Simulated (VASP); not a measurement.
# Li (P6/mmm) in VASP: notebook

Li is run at these levels: r2SCAN; tasks: single point, relaxation of cell and atoms.

Program: VASP 6.6.1. These are calculated values, not measurements. Logs are shortened: lines on timing, memory, paths and dates and some standing lists are left out, and cuts for length are marked.

## 1. The cell of the first run

Symmetry: P6/mmm, No. 191, hexagonal system. Conventional cell: a = 4.992 Å, b = 4.992 Å, c = 2.923 Å, α = 90.00°, β = 90.00°, γ = 120.00°. Within 3.8 Å of Li (site symmetry 6/mmm) lie 14 Li at 2.92 to 3.23 Å. Within 3.8 Å of Li (site symmetry -6m2) lie 11 Li at 2.88 to 3.23 Å.

This isn't the form of Li at room conditions, which is bcc.

## 2. Single point, r2SCAN

POSCAR

```
Li
1.0
    4.9918151869      0.0000000000      0.0000000000
   -2.4959075934      4.3230387628      0.0000000000
    0.0000000000      0.0000000000      2.9229680716
Li
3
Direct
    0.0000000000      0.0000000000      0.0000000000
    0.3333333333      0.6666666667      0.5000000000
    0.6666666667      0.3333333333      0.5000000000
```

INCAR.step1

```
SYSTEM = Li
  PREC = Accurate
  ENCUT = 520
  ISMEAR = -1
  SIGMA = 0.1
  LREAL = .False.
  LASPH = .True.
  NELM = 60
  NBANDS = 12
  GGA = PE
  ALGO = Normal
  EDIFF = 1E-4
  LWAVE = .True.
  LCHARG = .False.
```

INCAR.step2

```
SYSTEM = Li
  PREC = Accurate
  ENCUT = 520
  EDIFF = 1E-6
  ISMEAR = -1
  SIGMA = 0.1
  LREAL = .False.
  LASPH = .True.
  NELM = 60
  ALGO = Normal
  ISIF = 2
  LWAVE = .False.
  LCHARG = .False.
  METAGGA = R2SCAN
  LMIXTAU = .True.
  NBANDS = 12
  ISTART = 1
```

KPOINTS

```
Automatic mesh
0
Gamma
  10 10 14
  0 0 0
```

Potentials or basis: VASP PAW PBE potentials, release 64 (Li_sv).

The run is started by

```console
$ cat potpaw_PBE.64/Li_sv/POTCAR > POTCAR
$ cp INCAR.step1 INCAR
$ mpirun -np 1 vasp_std > vasp.out
$ cp INCAR.step2 INCAR
$ mpirun -np 1 vasp_std > vasp.out
```

OUTCAR:

```text
SYSTEM = Li
   PREC = Accurate
   ENCUT = 520
   EDIFF = 1E-6
   ISMEAR = -1
   LREAL = .False.
   LASPH = .True.
   NELM = 60
   ISIF = 2
   METAGGA = R2SCAN
   ISTART = 1

 ion  position               nearest neighbor table
   1  0.000  0.000  0.000-
   2  0.333  0.667  0.500-
   3  0.667  0.333  0.500-

  LATTYP: Found a hexagonal cell.
 ALAT       =     4.9918151869
 C/A-ratio  =     0.5855521413

  Lattice vectors:

 A1 = (   4.9918151869,   0.0000000000,   0.0000000000)
 A2 = (  -2.4959075934,   4.3230387628,   0.0000000000)
 A3 = (   0.0000000000,   0.0000000000,   2.9229680716)

Analysis of symmetry for initial positions (statically):
=====================================================================
 Subroutine PRICEL returns:
 Original cell was already a primitive cell.

 Routine SETGRP: Setting up the symmetry group for a
 hexagonal supercell.

 Subroutine GETGRP returns: Found 24 space group operations
 (whereof 24 operations were pure point group operations)
 out of a pool of 24 trial point group operations.

The static configuration has the point symmetry D_6h.

Analysis of symmetry for dynamics (positions and initial velocities):
=====================================================================
 Subroutine PRICEL returns:
 Original cell was already a primitive cell.

 Routine SETGRP: Setting up the symmetry group for a
 hexagonal supercell.

 Subroutine GETGRP returns: Found 24 space group operations
 (whereof 24 operations were pure point group operations)
 out of a pool of 24 trial point group operations.

The dynamic configuration has the point symmetry D_6h.

 Subroutine INISYM returns: Found 24 space group operations
 (whereof 24 operations are pure point group operations),
 and found     1 'primitive' translations

----------------------------------------------------------------------------------------

                                     Primitive cell

  volume of cell :      63.0771

  direct lattice vectors                    reciprocal lattice vectors
     4.991815187  0.000000000  0.000000000     0.200327929  0.115659384  0.000000000
    -2.495907593  4.323038763  0.000000000     0.000000000  0.231318768  0.000000000
     0.000000000  0.000000000  2.922968072     0.000000000  0.000000000  0.342118003

  length of vectors
     4.991815187  4.991815187  2.922968072     0.231318768  0.231318768  0.342118003

  position of ions in fractional coordinates (direct lattice)
     0.000000000  0.000000000  0.000000000
     0.333333333  0.666666667  0.500000000
     0.666666667  0.333333333  0.500000000

  ion indices of the primitive-cell ions
   primitive index   ion index
                 1           1
                 2           2
                 3           3

----------------------------------------------------------------------------------------

 KPOINTS: Automatic mesh

Automatic generation of k-mesh.
 Grid dimensions read from file:
 generate k-points for:   10   10   14

 Generating k-lattice:

  Cartesian coordinates                     Fractional coordinates (reciprocal lattice)
     0.020032793  0.011565938  0.000000000     0.100000000  0.000000000  0.000000000
     0.000000000  0.023131877  0.000000000     0.000000000  0.100000000  0.000000000
     0.000000000  0.000000000  0.024437000     0.000000000  0.000000000  0.071428571

  Length of vectors
     0.023131877  0.023131877  0.024437000

  Shift w.r.t. Gamma in fractional coordinates (k-lattice)
     0.000000000  0.000000000  0.000000000

 Subroutine IBZKPT returns following result:
 ===========================================

 Found    112 irreducible k-points:

 Following reciprocal coordinates:
            Coordinates               Weight
  0.000000  0.000000  0.000000      1.000000
  0.100000  0.000000  0.000000      6.000000
  0.200000  0.000000  0.000000      6.000000
  0.300000  0.000000  0.000000      6.000000
  0.400000  0.000000  0.000000      6.000000
  0.500000  0.000000  0.000000      3.000000
[... 16 lines left out ...]
  0.300000  0.100000  0.071429     24.000000
  0.400000  0.100000  0.071429     24.000000
 [... further k-points ...]
   k-points           NKPTS =    112   k-points in BZ     NKDIM =    112   number of bands    NBANDS=     12
   number of dos      NEDOS =    301   number of ions     NIONS =      3
   total plane-waves  NPLWV =  38400
   dimension x,y,z NGX =    40 NGY =   40 NGZ =   24
   dimension x,y,z NGXF=    80 NGYF=   80 NGZF=   48
   ions per type =               3
   NGX,Y,Z   is equivalent  to a cutoff of  13.32, 13.32, 13.65 a.u.
   NGXF,Y,Z  is equivalent  to a cutoff of  26.64, 26.64, 27.30 a.u.
 SYSTEM =  Li
   PREC   = accura    normal or accurate (medium, high low for compatibility)
   ISTART =      1    job   : 0-new  1-cont  2-samecut
   ICHARG =      0    charge: 1-file 2-atom 10-const
   ISPIN  =      1    spin polarized calculation?
   LNONCOLLINEAR =      F non collinear calculations
   LSORBIT =      F    spin-orbit coupling
   LASPH  =      T    aspherical Exc in radial PAW
   ENCUT  =  520.0 eV  38.22 Ry    6.18 a.u.   9.28  9.28  5.43*2*pi/ulx,y,z
   NELM   =     60;   NELMIN=  2; NELMDL=  0     # of ELM steps
   EDIFF  = 0.1E-05   stopping-criterion for ELM
   LREAL  =      F    real-space projection
   EDIFFG = 0.1E-04   stopping-criterion for IOM
   NSW    =      0    number of steps for IOM
   IBRION =     -1    ionic relax: 0-MD 1-quasi-New 2-CG
   NFREE  =      0    steps in history (QN), initial steepest desc. (CG)
   ISIF   =      2    stress and relaxation
   ISYM   =      2    0-nonsym 1-usesym 2-fastsym
   POTIM  = 0.5000    time-step for ionic-motion
   TEBEG  =    0.0;   TEEND  =   0.0 temperature during run
   PSTRESS=    0.0 pullay stress
   NELECT =       9.0000    total number of electrons
   NUPDOWN=      -1.0000    fix difference up-down
   EMIN   =  10.00;   EMAX   =-10.00  energy-range for DOS
   EFERMI =   0.00;   METHOD = LEGACY
   ISMEAR =    -1;   SIGMA  =   0.10  broadening in eV -4-tet -1-fermi 0-gaus
   EFERMI_NEDOS =   21; number of points for ismear=-14 and -15
   IALGO  =     38    algorithm
   IMIX   =      4    mixing-type and parameters
     AMIX     =   0.40;   BMIX     =  1.00
     AMIX_MAG =   1.60;   BMIX_MAG =  1.00
  volume/ion in A,a.u.               =      21.03       141.89
  Fermi-wavevector in a.u.,A,eV,Ry     =   0.855457  1.616580  9.956846  0.731808
  Thomas-Fermi vector in A             =   1.972210
   LORBIT       =      0    0 simple, 1 ext, 2 COOP (PROOUT), +10 PAW based schemes
   METAGGA = R2SCAN    functional components
   LHFCALC =     F    Hartree Fock is set to
   AEXX    =    0.0000 exact exchange contribution
   IVDW    =     0    specifies the selected vdW correction
   LEPSILON=     F    determine dielectric tensor
   LRPA    =     F    only Hartree local field effects (RPA)
 non-spin polarized calculation
  energy-cutoff  :      520.00
  volume of cell :       63.08
 maximum number of plane-waves:      1727
 NGX is ok and might be reduce to    40
   NGX = 19   NGY = 19   NGZ = 11

 number of electron       8.9999992 magnetization

 Free energy of the ion-electron system (eV)
  ---------------------------------------------------
  ext. energy  EPLUGINS =         0.00000000
  ---------------------------------------------------
  free energy    TOTEN  =        -7.13361201 eV

  energy without entropy =       -7.08915703  energy(sigma->0) =       -7.11138452

 E-fermi :   0.5534     XC(G=0):  -7.3518

 val. band max:        0.5427359698   @ k =   0.3000   0.2000   0.4286
 cond. band min:       0.5596080992   @ k =   0.3000   0.1000   0.0000
 fundamental gap:      0.0168721295
 Fermi energy:         0.5533656547

 k-point     1 :       0.0000    0.0000    0.0000
  band No.  band energies     occupation
      1     -47.6942      2.00000
      2     -47.6755      2.00000
      3     -47.5710      2.00000
      4      -3.2568      2.00000
      5       2.7771      0.00000
      6       2.7773      0.00000
      7       2.8295      0.00000
      8       2.8298      0.00000
      9       6.7193      0.00000
     10       6.9131      0.00000
     11      11.5039      0.00000
     12      15.7758      0.00000

 k-point     2 :       0.1000    0.0000    0.0000
  band No.  band energies     occupation
      1     -47.6939      2.00000
      2     -47.6759      2.00000
      3     -47.5711      2.00000
      4      -3.1914      2.00000
      5       1.8605      0.00000
      6       2.0357      0.00000
      7       3.4813      0.00000
      8       3.7402      0.00000
      9       6.9904      0.00000
     10       7.1655      0.00000
     11      11.5844      0.00000
     12      15.3450      0.00000

 k-point     3 :       0.2000    0.0000    0.0000
  band No.  band energies     occupation
      1     -47.6926      2.00000
      2     -47.6770      2.00000
      3     -47.5711      2.00000
      4      -2.9948      2.00000
      5       0.8667      0.08351
      6       1.4383      0.00029
      7       3.7641      0.00000
      8       4.8440      0.00000
      9       7.5807      0.00000
     10       8.0562      0.00000
     11      11.8257      0.00000
     12      14.2108      0.00000

 k-point     4 :       0.3000    0.0000    0.0000
  band No.  band energies     occupation
      1     -47.6908      2.00000
      2     -47.6787      2.00000
      3     -47.5712      2.00000
      4      -2.6672      2.00000
      5      -0.0698      1.99607
      6       1.0110      0.02037
      7       3.8072      0.00000
      8       6.1128      0.00000
      9       8.3435      0.00000
     10       9.4280      0.00000
     11      12.2250      0.00000
     12      12.6531      0.00000

 k-point     5 :       0.4000    0.0000    0.0000
  band No.  band energies     occupation
      1     -47.6888      2.00000
      2     -47.6806      2.00000
      3     -47.5714      2.00000
      4      -2.2088      2.00000
      5      -0.9047      2.00000
      6       0.7545      0.23601
      7       3.7842      0.00000
      8       7.5426      0.00000
      9       9.2767      0.00000
     10      10.8443      0.00000
     11      10.9351      0.00000
     12      11.5777      0.00000
[... 228 lines left out ...]
      1     -47.6925      2.00000
      2     -47.6762      2.00000
      3     -47.5706      2.00000
      4      -2.9866      2.00000
      5       1.4129      0.00037
      6       1.4242      0.00033
      7       4.1915      0.00000
      8       4.2451      0.00000
      9       7.4108      0.00000
     10       7.6176      0.00000
     11      11.0852      0.00000
     12      14.3672      0.00000

 k-point    22 :       0.2000    0.1000    0.0714
  band No.  band energies     occupation
      1     -47.6909      2.00000
      2     -47.6776      2.00000
      3     -47.5707      2.00000
      4      -2.7241      2.00000
      5       0.4940      1.28849
      6       0.9636      0.03252
      7       4.2979      0.00000
      8       5.2748      0.00000
      9       8.2390      0.00000
     10       8.6968      0.00000
     11      11.2990      0.00000
     12      12.8201      0.00000

 k-point    23 :       0.3000    0.1000    0.0714
  band No.  band energies     occupation
      1     -47.6890      2.00000
      2     -47.6794      2.00000
      3     -47.5708      2.00000
      4      -2.3308      2.00000
      5      -0.3823      1.99983
      6       0.6493      0.55400
      7       4.2590      0.00000
      8       6.5232      0.00000
      9       9.1614      0.00000
     10      10.1653      0.00000
     11      10.9767      0.00000
     12      11.7825      0.00000

 k-point    24 :       0.4000    0.1000    0.0714
  band No.  band energies     occupation
      1     -47.6873      2.00000
      2     -47.6811      2.00000
      3     -47.5709      2.00000
      4      -1.8072      2.00000
      5      -1.1549      2.00000
      6       0.4901      1.30619
      7       4.2199      0.00000
      8       7.9211      0.00000
      9       9.4343      0.00000
     10      10.2443      0.00000
     11      11.3948      0.00000
     12      11.5708      0.00000

 [... further k-points ...]

------------------------ aborting loop because EDIFF is reached ----------------------------------------

  FORCE on cell =-STRESS in cart. coord.  units (eV):
  Direction    XX          YY          ZZ          XY          YZ          ZX
  --------------------------------------------------------------------------------------
  -------------------------------------------------------------------------------------
  Total       -0.1318475     -0.1318475     -0.0275242     -0.0000000      0.0000000     -0.0000000
  in kB       -3.3489670     -3.3489670     -0.6991219     -0.0000000      0.0000000     -0.0000000
  external PRESSURE =      -2.4656853 kB  Pullay stress =       0.0000000 kB

 VOLUME and BASIS-vectors are now :
 -----------------------------------------------------------------------------
  energy-cutoff  :      520.00
  volume of cell :       63.08
      direct lattice vectors                 reciprocal lattice vectors
     4.991815187  0.000000000  0.000000000     0.200327929  0.115659384  0.000000000
    -2.495907593  4.323038763  0.000000000     0.000000000  0.231318768  0.000000000
     0.000000000  0.000000000  2.922968072     0.000000000  0.000000000  0.342118003

 POSITION                                       TOTAL-FORCE (eV/Angst)
 -----------------------------------------------------------------------------------
      0.00000      0.00000      0.00000        -0.000000      0.000000     -0.000000
     -0.00000      2.88203      1.46148         0.000000     -0.000000      0.000000
      2.49591      1.44101      1.46148        -0.000000      0.000000     -0.000000
 -----------------------------------------------------------------------------------
    total drift:                               -0.000000      0.000000      0.000000

  FREE ENERGIE OF THE ION-ELECTRON SYSTEM (eV)
  ---------------------------------------------------
  free  energy   TOTEN  =        -7.1336120054 eV

  energy  without entropy=       -7.0891570317  energy(sigma->0) =       -7.11138452
```

It took 7.1 min on 1 thread of AMD EPYC 9R45 (Zen 5), shared host; peak memory 0.19 GiB.

Results:

| Item | Value |
| --- | --- |
| Free energy | -7.1336 eV |
| Band gap on the k mesh | zero (an odd number of electrons rules out a gap without spin polarisation) |

Levels at points of the mesh, in eV from the Fermi level:
| k point | band 1 | band 2 | band 3 | band 4 | band 5 | band 6 | band 7 | band 8 |
| --- | --- | --- | --- | --- | --- | --- | --- | --- |
| (0.00, 0.00, 0.00) | -48.25 | -48.23 | -48.12 | -3.81 | 2.22 | 2.22 | 2.28 | 2.28 |
| (0.50, 0.00, 0.00) | -48.24 | -48.24 | -48.12 | -2.19 | -2.16 | 0.12 | 3.22 | 8.54 |
| (0.00, 0.00, 0.50) | -48.24 | -48.22 | -48.11 | -0.56 | 0.13 | 5.82 | 5.87 | 5.87 |
| (0.50, 0.00, 0.50) | -48.23 | -48.22 | -48.11 | 0.64 | 0.78 | 2.07 | 3.17 | 4.29 |

Caveat: the cutoff is under 1.25 times the usual one of these potentials, so pressure, stress and relaxed cells hold a basis-set (Pulay) error; the PAW data sets were made with another functional, which shifts forces and pressure a little.

[end of part 1 of 2]
